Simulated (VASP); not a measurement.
Runs of VASP 6.6.1 on HfS5. The structure is that of space group P6/mmm (No. 191), or close to it. The cells are those of the table. 

```tsv
task	cell	k mesh	cutoff (eV)	gap on the mesh (eV)	pressure (GPa)	relaxed volume (Å³/atom)
relaxation of cell and atoms	relaxed from a = 5.758, b = 5.758, c = 4.726 Å, angles 90.0, 90.0, 120.0°, 6 atoms	3 × 3 × 4	600	none	0.1	22.36
single point	a = 4.642, b = 4.642, c = 7.001 Å, angles 90.0, 90.0, 120.0°, 6 atoms	12 × 12 × 6	520	none	-0.4	-
single point	a = 4.615, b = 4.615, c = 7.428 Å, angles 90.0, 90.0, 120.0°, 6 atoms	3 × 3 × 4	520	none	(a)	-
single point	a = 4.651, b = 4.651, c = 6.897 Å, angles 90.0, 90.0, 120.0°, 6 atoms	6 × 6 × 4	520	none	-0.4	-
relaxation of cell and atoms	relaxed from a = 4.615, b = 4.615, c = 7.428 Å, angles 90.0, 90.0, 120.0°, 6 atoms	6 × 6 × 4	600	none	0.0	21.43
```

Alike in all rows: level PBE; potentials or basis VASP PAW PBE potentials, release 64 (Hf_pv, S); no spin polarisation; smearing gaussian 0.1 eV.

Problem. Fill in the values left out.

Solution. (a) -0.3.

Caveats: some runs use coarse meshes; spin-orbit coupling is left out, which moves the levels of the heavy elements.

A k mesh can miss the band edges, and the runs leave out spin-orbit coupling on Hf.

A gap of «none» marks levels without a gap at the run's occupations.
